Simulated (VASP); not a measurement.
Wanted: the native input for a VASP 6.6.1 run.

```
Task                   : single point
Functional             : PBE
Potentials or basis    : VASP PAW PBE potentials, release 64 (W_sv, Cl, F)
Cutoff                 : 520 eV
k mesh                 : 4 × 4 × 4
Occupations            : gaussian, width 0.1 eV
Spin                   : no spin polarisation
Dipole correction      : no
Further INCAR settings : ALGO = Normal; EDIFF = 1e-06; NBANDS = 29
```

The structure of WCl3F lies in POSCAR:

```
WCl3F
1.0
    4.7179406700      0.0000000000      0.0000000000
    0.0000000000      4.7179406700      0.0000000000
    0.0000000000      0.0000000000      4.7179406700
W Cl F
1 3 1
Direct
    0.5000000000      0.5000000000      0.5000000000
    0.0000000000      0.5000000000      0.5000000000
    0.5000000000      0.0000000000      0.5000000000
    0.5000000000      0.5000000000      0.0000000000
    0.0000000000      0.0000000000      0.0000000000
```

The cell was built from a structure type or drawn by symmetry, and may not be a known phase.

One way to write it, as run:

INCAR

```
ALGO = Normal ; EDIFF = 1E-6
ENCUT = 520 ; GGA = PE
ISIF = 2 ; ISMEAR = 0
LASPH = T ; LCHARG = F
LREAL = F ; LWAVE = F
NBANDS = 29 ; NELM = 60
PREC = Accurate ; SIGMA = 0.1
```

KPOINTS

```
k-points
0
Gamma
  4 4 4
```

Potentials or basis: VASP PAW PBE potentials, release 64 (W_sv, Cl, F).

The run is started by

```sh
$ cat potpaw_PBE.64/W_sv/POTCAR potpaw_PBE.64/Cl/POTCAR potpaw_PBE.64/F/POTCAR > POTCAR
$ mpirun -np 1 vasp_std > vasp.out
```

Results of the run:

```json
{
 "Pressure": "-2.4 GPa",
 "Band gap on the k mesh": "zero (bands 21 and 22 overlap by 1.63 eV)"
}
```

Caveat: spin-orbit coupling is left out, which moves the levels of the heavy elements.

Run time: 56 s on 1 thread of AMD EPYC 7R43 64-Core Processor (Zen 3), on a shared host, peak memory 0.18 GiB.
